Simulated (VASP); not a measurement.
# Ca (Im-3m) in VASP: single point with PBE

Aim: the single point of Ca with PBE.

All numbers are computed with VASP 6.6.1; they aren't measurements. Logs are shortened: lines on timing, memory, paths and dates and some standing lists are left out, and cuts for length are marked.

**1. The cell of the first run**

Symmetry: Im-3m, No. 229, cubic system. Conventional cell: a = 4.423 Å, b = 4.423 Å, c = 4.423 Å, α = 90.00°, β = 90.00°, γ = 90.00°. Ca (site symmetry m-3m) has 14 Ca at 3.83 to 4.42 Å within 5.0 Å.

**2. Single point, PBE**

File INCAR:

```
ALGO = Normal
EDIFF = 1E-6
ENCUT = 520
GGA = PE
ISIF = 2
ISMEAR = 0
LASPH = True
LCHARG = False
LREAL = False
LWAVE = False
NBANDS = 11
NELM = 60
PREC = Accurate
SIGMA = 0.05
```

File KPOINTS:

```
k-points
0
Gamma
  6 6 6
```

File POSCAR:

```
Ca
1.0
   -2.2114683294      2.2114683294      2.2114683294
    2.2114683294     -2.2114683294      2.2114683294
    2.2114683294      2.2114683294     -2.2114683294
Ca
1
Direct
    0.0000000000      0.0000000000      0.0000000000
```

Potentials or basis: VASP PAW PBE potentials, release 64 (Ca_sv).

Started as:

```
$ cat potpaw_PBE.64/Ca_sv/POTCAR > POTCAR
$ mpirun -np 1 vasp_std > vasp.out
```

OUTCAR:

```text
EDIFF = 1E-6
   ENCUT = 520
   GGA = PE
   ISIF = 2
   ISMEAR = 0
   LASPH = True
   LREAL = False
   NELM = 60
   PREC = Accurate

 ion  position               nearest neighbor table
   1  0.000  0.000  0.000-

  LATTYP: Found a body centered cubic cell.
 ALAT       =     4.4229366588

  Lattice vectors:

 A1 = (  -2.2114683294,   2.2114683294,   2.2114683294)
 A2 = (   2.2114683294,  -2.2114683294,   2.2114683294)
 A3 = (   2.2114683294,   2.2114683294,  -2.2114683294)

Analysis of symmetry for initial positions (statically):
=====================================================================
 Subroutine PRICEL returns:
 Original cell was already a primitive cell.

 Routine SETGRP: Setting up the symmetry group for a
 body centered cubic supercell.

 Subroutine GETGRP returns: Found 48 space group operations
 (whereof 48 operations were pure point group operations)
 out of a pool of 48 trial point group operations.

The static configuration has the point symmetry O_h .

Analysis of symmetry for dynamics (positions and initial velocities):
=====================================================================
 Subroutine PRICEL returns:
 Original cell was already a primitive cell.

 Routine SETGRP: Setting up the symmetry group for a
 body centered cubic supercell.

 Subroutine GETGRP returns: Found 48 space group operations
 (whereof 48 operations were pure point group operations)
 out of a pool of 48 trial point group operations.

The dynamic configuration has the point symmetry O_h .

 Subroutine INISYM returns: Found 48 space group operations
 (whereof 48 operations are pure point group operations),
 and found     1 'primitive' translations

----------------------------------------------------------------------------------------

                                     Primitive cell

  volume of cell :      43.2616

  direct lattice vectors                    reciprocal lattice vectors
    -2.211468329  2.211468329  2.211468329     0.000000000  0.226094126  0.226094126
     2.211468329 -2.211468329  2.211468329     0.226094126  0.000000000  0.226094126
     2.211468329  2.211468329 -2.211468329     0.226094126  0.226094126  0.000000000

  length of vectors
     3.830375506  3.830375506  3.830375506     0.319745380  0.319745380  0.319745380

[... 73 lines left out ...]
   IBRION =     -1    ionic relax: 0-MD 1-quasi-New 2-CG
   NFREE  =      0    steps in history (QN), initial steepest desc. (CG)
   ISIF   =      2    stress and relaxation
   ISYM   =      2    0-nonsym 1-usesym 2-fastsym
   POTIM  = 0.5000    time-step for ionic-motion
   TEBEG  =    0.0;   TEEND  =   0.0 temperature during run
   PSTRESS=    0.0 pullay stress
   NELECT =      10.0000    total number of electrons
   NUPDOWN=      -1.0000    fix difference up-down
   EMIN   =  10.00;   EMAX   =-10.00  energy-range for DOS
   EFERMI =   0.00;   METHOD = LEGACY
   ISMEAR =     0;   SIGMA  =   0.05  broadening in eV -4-tet -1-fermi 0-gaus
   EFERMI_NEDOS =   21; number of points for ismear=-14 and -15
   IALGO  =     38    algorithm
   IMIX   =      4    mixing-type and parameters
     AMIX     =   0.40;   BMIX     =  1.00
     AMIX_MAG =   1.60;   BMIX_MAG =  1.00
  volume/ion in A,a.u.               =      43.26       291.94
  Fermi-wavevector in a.u.,A,eV,Ry     =   1.004710  1.898627 13.734298  1.009442
  Thomas-Fermi vector in A             =   2.137343
   LORBIT       =      0    0 simple, 1 ext, 2 COOP (PROOUT), +10 PAW based schemes
   GGA     = PE    functional components
   LHFCALC =     F    Hartree Fock is set to
   AEXX    =    0.0000 exact exchange contribution
   IVDW    =     0    specifies the selected vdW correction
   LEPSILON=     F    determine dielectric tensor
   LRPA    =     F    only Hartree local field effects (RPA)
 non-spin polarized calculation
 Gauss-broadening in eV      SIGMA  =   0.05
  energy-cutoff  :      520.00
  volume of cell :       43.26
 maximum number of plane-waves:      1180
   NGX = 15   NGY = 15   NGZ = 15

 number of electron      10.0000000 magnetization

 number of electron       9.9999999 magnetization

 Free energy of the ion-electron system (eV)
  ---------------------------------------------------
  ext. energy  EPLUGINS =         0.00000000
  ---------------------------------------------------
  free energy    TOTEN  =        -1.90759591 eV

  energy without entropy =       -1.90492018  energy(sigma->0) =       -1.90625805

 E-fermi :   1.9137     XC(G=0):  -7.6621

 val. band max:        1.8673610817   @ k =   0.5000   0.5000   0.1667
 cond. band min:       1.9248457683   @ k =   0.5000   0.5000   0.3333
 fundamental gap:      0.0574846866
 Fermi energy:         1.9136687076

 k-point     1 :       0.0000    0.0000    0.0000
  band No.  band energies     occupation
      1     -40.2333      2.00000
      2     -21.1500      2.00000
      3     -21.1500      2.00000
      4     -21.1500      2.00000
      5      -2.1161      2.00000
      6       4.1556      0.00000
      7       4.1556      0.00000
      8       4.1556      0.00000
      9       5.1836      0.00000
     10       5.1836      0.00000
     11      11.9861      0.00000
[... 197 lines left out ...]
 k-point    16 :       0.5000    0.5000    0.5000
  band No.  band energies     occupation
      1     -40.2100      2.00000
      2     -21.2425      2.00000
      3     -21.2425      2.00000
      4     -21.2425      2.00000
      5       1.9787      0.06597
      6       1.9787      0.06597
      7       5.7312      0.00000
      8       5.7312      0.00000
      9       5.7312      0.00000
     10       5.9584      0.00000
     11       5.9584      0.00000

------------------------ aborting loop because EDIFF is reached ----------------------------------------

  FORCE on cell =-STRESS in cart. coord.  units (eV):
  Direction    XX          YY          ZZ          XY          YZ          ZX
  --------------------------------------------------------------------------------------
  -------------------------------------------------------------------------------------
  Total       -0.0727494     -0.0727494     -0.0727494     -0.0000000     -0.0000000     -0.0000000
  in kB       -2.6942501     -2.6942501     -2.6942501     -0.0000000     -0.0000000     -0.0000000
  external PRESSURE =      -2.6942501 kB  Pullay stress =       0.0000000 kB

 VOLUME and BASIS-vectors are now :
 -----------------------------------------------------------------------------
  energy-cutoff  :      520.00
  volume of cell :       43.26
      direct lattice vectors                 reciprocal lattice vectors
    -2.211468329  2.211468329  2.211468329     0.000000000  0.226094126  0.226094126
     2.211468329 -2.211468329  2.211468329     0.226094126  0.000000000  0.226094126
     2.211468329  2.211468329 -2.211468329     0.226094126  0.226094126  0.000000000

 POSITION                                       TOTAL-FORCE (eV/Angst)
 -----------------------------------------------------------------------------------
      0.00000      0.00000      0.00000        -0.000000      0.000000     -0.000000
 -----------------------------------------------------------------------------------
    total drift:                                0.000000     -0.000000      0.000000

  FREE ENERGIE OF THE ION-ELECTRON SYSTEM (eV)
  ---------------------------------------------------
  free  energy   TOTEN  =        -1.9075959093 eV

  energy  without entropy=       -1.9049201823  energy(sigma->0) =       -1.90625805
```

OSZICAR:

```text
N       E                     dE             d eps       ncg     rms          rms(c)
DAV:   1     0.689299967186E+02    0.68930E+02   -0.48229E+03   352   0.795E+02
DAV:   2    -0.316054424387E+00   -0.69246E+02   -0.68713E+02   385   0.210E+02
DAV:   3    -0.188281943661E+01   -0.15668E+01   -0.15493E+01   531   0.305E+01
DAV:   4    -0.191375536864E+01   -0.30936E-01   -0.30882E-01   468   0.369E+00
DAV:   5    -0.191418903715E+01   -0.43367E-03   -0.43364E-03   489   0.375E-01    0.222E+00
DAV:   6    -0.190878358107E+01    0.54055E-02   -0.10152E-02   428   0.111E+00    0.136E+00
DAV:   7    -0.190794776332E+01    0.83582E-03   -0.16242E-02   406   0.147E+00    0.977E-02
DAV:   8    -0.190757403268E+01    0.37373E-03   -0.15567E-03   418   0.385E-01    0.193E-02
DAV:   9    -0.190759524787E+01   -0.21215E-04   -0.99375E-05   510   0.678E-02    0.589E-03
DAV:  10    -0.190759679089E+01   -0.15430E-05   -0.79647E-06   430   0.285E-02    0.125E-03
DAV:  11    -0.190759590932E+01    0.88157E-06   -0.33089E-07   257   0.660E-03
   1 F= -.19075959E+01 E0= -.19062580E+01  d E =-.267573E-02
```

stdout:

```text
POSCAR found type information on POSCAR Ca
 POSCAR found :  1 types and       1 ions
 scaLAPACK will be used
 LDA part: xc-table for (Slater+PW92), standard interpolation
 POSCAR, INCAR and KPOINTS ok, starting setup
 FFT: planning ... GRIDC
 FFT: planning ... GRID_SOFT
 FFT: planning ... GRID
 WAVECAR not read
 entering main loop
```

It took 15 s on 1 thread of Intel Xeon 6975P-C, shared host; peak memory 0.12 GiB.

What came out:

| Item | Value |
| --- | --- |
| Free energy | -1.9076 eV |
| Pressure | -0.3 GPa |
| Band gap on the k mesh | zero (band 5 reaches 2.08 eV, above the bottom of band 6 at 1.86 eV) |
